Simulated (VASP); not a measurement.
A run of VASP 6.6.1 is set up as follows.

INCAR

```
SYSTEM = Mg5O
ALGO = Normal
EDIFF = 1E-6
ENCUT = 520
GGA = PE
ISIF = 2
ISMEAR = 0
ISPIN = 2
LASPH = .True.
LCHARG = .False.
LORBIT = 11
LREAL = .False.
LWAVE = .False.
MAGMOM = 0 0 0 0 0 1
NBANDS = 21
NELM = 150
PREC = Accurate
SIGMA = 0.1
```

Contents of KPOINTS:

```
k-points
0
Gamma
  6 6 1
  0 0 0
```

File POSCAR:

```
Mg5O
1.0
    3.0701343500      0.0000000000      0.0000000000
   -1.5350671800      2.6588143400      0.0000000000
    0.0000000000      0.0000000000     15.3626024500
Mg O
5 1
Direct
    0.6666666700      0.3333333300      0.1697627500
    0.0000000000      0.0000000000      0.3333671700
    0.6666666700      0.3333333300      0.5000000000
    0.0000000000      0.0000000000      0.6666328300
    0.6666666700      0.3333333300      0.8302372500
    0.0000000000      0.0000000000      0.0000000000
```

Potentials or basis: VASP PAW PBE potentials, release 64 (Mg, O).

Run with:

```sh
$ cat potpaw_PBE.64/Mg/POTCAR potpaw_PBE.64/O/POTCAR > POTCAR
$ mpirun -np 1 vasp_std > vasp.out
```

What does it give for the pressure?

-0.7 GPa.

What does it give for the net moment?

0.00 μB per cell.

Estimate the largest force.

1.875 eV/Å.

Estimate the band gap on the k mesh.

zero (filled and empty bands overlap).

Forces on the atoms (eV/Å):
```
Mg   0.000  0.000 -1.875
Mg   0.000  0.000  0.054
Mg   0.000  0.000  0.000
Mg   0.000  0.000 -0.054
Mg   0.000  0.000  1.875
O    0.000  0.000  0.000
```

Caveat: the k points lie up to 0.41 Å⁻¹ apart; semilocal functionals underestimate gaps, so a narrow gap can read as zero; forces of over 1 eV/Å act on the atoms, so gaps and moduli don't describe the material at rest.
